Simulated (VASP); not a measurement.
# SnTe (F-43m) in VASP: further runs, part 2 of 2

VASP 6.6.1. Earlier steps stand in the parts before.

## 3. Single point, PBE0

This run uses another cell than the first one, of 46.15 Å³/atom.

Input file POSCAR:

```
SnTe
1.0
    0.0000000000      3.5869093905      3.5869093905
    3.5869093905      0.0000000000      3.5869093905
    3.5869093905      3.5869093905      0.0000000000
Te Sn
1 1
Direct
    0.2500000000      0.2500000000      0.2500000000
    0.0000000000      0.0000000000      0.0000000000
```

Input file INCAR.step1:

```
PREC = Accurate
ENCUT = 520
EDIFF = 1E-5
ISMEAR = -1
SIGMA = 0.05
LREAL = False
LASPH = True
NELM = 60
ALGO = Normal
ISIF = 2
LWAVE = True
NBANDS = 17
GGA = PE
```

Input file INCAR.step2:

```
PREC = Accurate
ENCUT = 520
EDIFF = 1E-6
ISMEAR = -1
SIGMA = 0.05
LREAL = False
LASPH = True
NELM = 60
ALGO = Normal
ISIF = 2
LWAVE = False
LCHARG = True
GGA = PE
LHFCALC = True
AEXX = 0.25
PRECFOCK = Normal
LELF = True
LVHAR = True
NBANDS = 17
ISTART = 1
```

Input file KPOINTS:

```
regular mesh
0
Gamma
  4 4 4
```

Potentials or basis: VASP PAW PBE potentials, release 64 (Te, Sn_d).

Launch:

```console
> cat potpaw_PBE.64/Te/POTCAR potpaw_PBE.64/Sn_d/POTCAR > POTCAR
> cp INCAR.step1 INCAR
> mpirun -np 1 vasp_std > vasp.out
> cp INCAR.step2 INCAR
> mpirun -np 1 vasp_std > vasp.out
```

OUTCAR:

```text
PREC = Accurate
   ENCUT = 520
   EDIFF = 1E-6
   ISMEAR = -1
   LREAL = False
   LASPH = True
   NELM = 60
   ISIF = 2
   GGA = PE
   LHFCALC = True
   AEXX = 0.25
   PRECFOCK = Normal
   ISTART = 1

 ion  position               nearest neighbor table
   1  0.250  0.250  0.250-   2 3.11   2 3.11   2 3.11   2 3.11
   2  0.000  0.000  0.000-   1 3.11   1 3.11   1 3.11   1 3.11

  LATTYP: Found a face centered cubic cell.
 ALAT       =     7.1738187810

  Lattice vectors:

 A1 = (   0.0000000000,   3.5869093905,   3.5869093905)
 A2 = (   3.5869093905,   0.0000000000,   3.5869093905)
 A3 = (   3.5869093905,   3.5869093905,   0.0000000000)

Analysis of symmetry for initial positions (statically):
=====================================================================
 Subroutine PRICEL returns:
 Original cell was already a primitive cell.

 Routine SETGRP: Setting up the symmetry group for a
 face centered cubic supercell.

 Subroutine GETGRP returns: Found 24 space group operations
 (whereof 24 operations were pure point group operations)
 out of a pool of 48 trial point group operations.

The static configuration has the point symmetry T_d .

Analysis of symmetry for dynamics (positions and initial velocities):
=====================================================================
 Subroutine PRICEL returns:
 Original cell was already a primitive cell.

 Routine SETGRP: Setting up the symmetry group for a
 face centered cubic supercell.

 Subroutine GETGRP returns: Found 24 space group operations
 (whereof 24 operations were pure point group operations)
 out of a pool of 48 trial point group operations.

The dynamic configuration has the point symmetry T_d .

 Subroutine INISYM returns: Found 24 space group operations
 (whereof 24 operations are pure point group operations),
 and found     1 'primitive' translations

----------------------------------------------------------------------------------------

                                     Primitive cell

  volume of cell :      92.2978

  direct lattice vectors                    reciprocal lattice vectors
     0.000000000  3.586909390  3.586909390    -0.139395771  0.139395771  0.139395771
     3.586909390  0.000000000  3.586909390     0.139395771 -0.139395771  0.139395771
     3.586909390  3.586909390  0.000000000     0.139395771  0.139395771 -0.139395771

  length of vectors
     5.072655907  5.072655907  5.072655907     0.241440558  0.241440558  0.241440558

  position of ions in fractional coordinates (direct lattice)
     0.250000000  0.250000000  0.250000000
     0.000000000  0.000000000  0.000000000

  ion indices of the primitive-cell ions
   primitive index   ion index
                 1           1
                 2           2

----------------------------------------------------------------------------------------

 KPOINTS: regular mesh

Automatic generation of k-mesh.
 Grid dimensions read from file:
 generate k-points for:    4    4    4

 Generating k-lattice:

  Cartesian coordinates                     Fractional coordinates (reciprocal lattice)
    -0.034848943  0.034848943  0.034848943     0.250000000  0.000000000  0.000000000
     0.034848943 -0.034848943  0.034848943     0.000000000  0.250000000  0.000000000
     0.034848943  0.034848943 -0.034848943     0.000000000  0.000000000  0.250000000

  Length of vectors
     0.060360139  0.060360139  0.060360139

  Shift w.r.t. Gamma in fractional coordinates (k-lattice)
     0.000000000  0.000000000  0.000000000

 Subroutine IBZKPT returns following result:
 ===========================================

 Found      8 irreducible k-points:

 Following reciprocal coordinates:
            Coordinates               Weight
  0.000000  0.000000  0.000000      1.000000
  0.250000  0.000000  0.000000      8.000000
  0.500000  0.000000  0.000000      4.000000
  0.250000  0.250000  0.000000      6.000000
  0.500000  0.250000  0.000000     24.000000
 -0.250000  0.250000  0.000000     12.000000
  0.500000  0.500000  0.000000      3.000000
 -0.250000  0.500000  0.250000      6.000000
   k-points           NKPTS =      8   k-points in BZ     NKDIM =     64   number of bands    NBANDS=     17
   number of dos      NEDOS =    301   number of ions     NIONS =      2
   total plane-waves  NPLWV =  64000
   dimension x,y,z NGX =    40 NGY =   40 NGZ =   40
   dimension x,y,z NGXF=    80 NGYF=   80 NGZF=   80
   ions per type =               1   1
   NGX,Y,Z   is equivalent  to a cutoff of  13.11, 13.11, 13.11 a.u.
   NGXF,Y,Z  is equivalent  to a cutoff of  26.22, 26.22, 26.22 a.u.
 SYSTEM =  unknown system
   PREC   = accura    normal or accurate (medium, high low for compatibility)
   ISTART =      1    job   : 0-new  1-cont  2-samecut
   ICHARG =      0    charge: 1-file 2-atom 10-const
   ISPIN  =      1    spin polarized calculation?
   LNONCOLLINEAR =      F non collinear calculations
   LSORBIT =      F    spin-orbit coupling
   LASPH  =      T    aspherical Exc in radial PAW
   ENCUT  =  520.0 eV  38.22 Ry    6.18 a.u.   9.43  9.43  9.43*2*pi/ulx,y,z
   NELM   =     60;   NELMIN=  2; NELMDL=  0     # of ELM steps
   EDIFF  = 0.1E-05   stopping-criterion for ELM
   LREAL  =      F    real-space projection
   EDIFFG = 0.1E-04   stopping-criterion for IOM
   NSW    =      0    number of steps for IOM
   IBRION =     -1    ionic relax: 0-MD 1-quasi-New 2-CG
   NFREE  =      0    steps in history (QN), initial steepest desc. (CG)
   ISIF   =      2    stress and relaxation
   ISYM   =      3    0-nonsym 1-usesym 2-fastsym
   POTIM  = 0.5000    time-step for ionic-motion
   TEBEG  =    0.0;   TEEND  =   0.0 temperature during run
   PSTRESS=    0.0 pullay stress
   NELECT =      20.0000    total number of electrons
   NUPDOWN=      -1.0000    fix difference up-down
   EMIN   =  10.00;   EMAX   =-10.00  energy-range for DOS
   EFERMI =   0.00;   METHOD = LEGACY
   ISMEAR =    -1;   SIGMA  =   0.05  broadening in eV -4-tet -1-fermi 0-gaus
   EFERMI_NEDOS =   21; number of points for ismear=-14 and -15
   IALGO  =     38    algorithm
   IMIX   =      1    mixing-type and parameters
     AMIX     =   0.40;   BMIX     =  1.00
     AMIX_MAG =   1.60;   BMIX_MAG =  1.00
  volume/ion in A,a.u.               =      46.15       311.43
  Fermi-wavevector in a.u.,A,eV,Ry     =   0.983304  1.858175 13.155290  0.966887
  Thomas-Fermi vector in A             =   2.114452
   LORBIT       =      0    0 simple, 1 ext, 2 COOP (PROOUT), +10 PAW based schemes
   GGA     = PE    functional components
   LHFCALC =     T    Hartree Fock is set to
   PRECFOCK=normal    Normal, Fast or Accurate (Low or Medium for compatibility)
   ENCUT4O =  -1.0   cutoff for four orbital integrals eV
   NKREDX  =     1    reduce k-point grid by
   NKREDY  =     1    reduce k-point grid by
   NKREDZ  =     1    reduce k-point grid by
   AEXX    =    0.2500 exact exchange contribution
   HFSCREEN=    0.0000 screening length (either q_TF or 0.3 A-1)
   HFSCREENC=   0.0000 screening length for correlation (either q_TF or 0.3 A-1)
   ENCUTFOCK=  -1.0 apply spherical cutoff to Coloumb kernel
   IVDW    =     0    specifies the selected vdW correction
   LEPSILON=     F    determine dielectric tensor
   LRPA    =     F    only Hartree local field effects (RPA)
 non-spin polarized calculation
  energy-cutoff  :      520.00
  volume of cell :       92.30
 maximum number of plane-waves:      2502
 NGX is ok and might be reduce to    40
  NGX = 30; NGY = 30; NGZ = 30

 number of electron      20.0000005 magnetization

 Free energy of the ion-electron system (eV)
  ---------------------------------------------------
  ext. energy  EPLUGINS =         0.00000000
  ---------------------------------------------------
  free energy    TOTEN  =        -9.44825250 eV

  energy without entropy =       -9.44823863  energy(sigma->0) =       -9.44824556

 E-fermi :   3.3851     XC(G=0):  -5.9839

 val. band max:        2.9084458386   @ k =  -0.2500   0.5000   0.2500
 cond. band min:       3.8274869648   @ k =   0.5000   0.5000   0.0000
 fundamental gap:      0.9190411263
 Fermi energy:         3.3850749420

 k-point     1 :       0.0000    0.0000    0.0000
  band No.  band energies     occupation
      1     -21.3912      2.00000
      2     -21.3912      2.00000
      3     -21.3912      2.00000
      4     -21.3783      2.00000
      5     -21.3783      2.00000
      6     -10.1299      2.00000
[... 137 lines left out ...]
      4     -21.3791      2.00000
      5     -21.3781      2.00000
      6      -9.2031      2.00000
[... 9 lines left out ...]
     16      12.0973      0.00000
     17      12.1075      0.00000

------------------------ aborting loop because EDIFF is reached ----------------------------------------

  FORCE on cell =-STRESS in cart. coord.  units (eV):
  Direction    XX          YY          ZZ          XY          YZ          ZX
  --------------------------------------------------------------------------------------
  -------------------------------------------------------------------------------------
  Total       -0.1603543     -0.1603543     -0.1603543     -0.0000000      0.0000000     -0.0000000
  in kB       -2.7835565     -2.7835565     -2.7835565     -0.0000000      0.0000000     -0.0000000
  external PRESSURE =      -2.7835565 kB  Pullay stress =       0.0000000 kB

 VOLUME and BASIS-vectors are now :
 -----------------------------------------------------------------------------
  energy-cutoff  :      520.00
  volume of cell :       92.30
      direct lattice vectors                 reciprocal lattice vectors
     0.000000000  3.586909390  3.586909390    -0.139395771  0.139395771  0.139395771
     3.586909390  0.000000000  3.586909390     0.139395771 -0.139395771  0.139395771
     3.586909390  3.586909390  0.000000000     0.139395771  0.139395771 -0.139395771

 POSITION                                       TOTAL-FORCE (eV/Angst)
 -----------------------------------------------------------------------------------
      1.79345      1.79345      1.79345         0.000000      0.000000      0.000000
      0.00000      0.00000      0.00000        -0.000000     -0.000000     -0.000000
 -----------------------------------------------------------------------------------
    total drift:                                0.000002     -0.000003     -0.000001

  FREE ENERGIE OF THE ION-ELECTRON SYSTEM (eV)
  ---------------------------------------------------
  free  energy   TOTEN  =        -9.4482525008 eV

  energy  without entropy=       -9.4482386257  energy(sigma->0) =       -9.44824556
```

OUTCAR.step1:

```text
PREC = Accurate
   ENCUT = 520
   EDIFF = 1E-5
   ISMEAR = -1
   LREAL = False
[... 363 lines left out ...]
      1.79345      1.79345      1.79345         0.000000      0.000000      0.000000
      0.00000      0.00000      0.00000        -0.000000     -0.000000     -0.000000
 -----------------------------------------------------------------------------------
    total drift:                               -0.000000     -0.000000     -0.000000

  FREE ENERGIE OF THE ION-ELECTRON SYSTEM (eV)
  ---------------------------------------------------
  free  energy   TOTEN  =        -7.0795163189 eV

  energy  without entropy=       -7.0703774238  energy(sigma->0) =       -7.07494687
```

It took 29 min on 1 thread of Intel Xeon Platinum 8488C (Sapphire Rapids), shared host; peak memory 0.26 GiB.

Results:

```yaml
Free_energy: -9.4483 eV
Pressure: -0.3 GPa
Band_gap_on_the_k_mesh: 0.92 eV (least direct gap 1.77 eV)
```

Caveat: the PAW data sets were made with another functional, which shifts forces and pressure a little; spin-orbit coupling is left out, which moves the levels of the heavy elements.
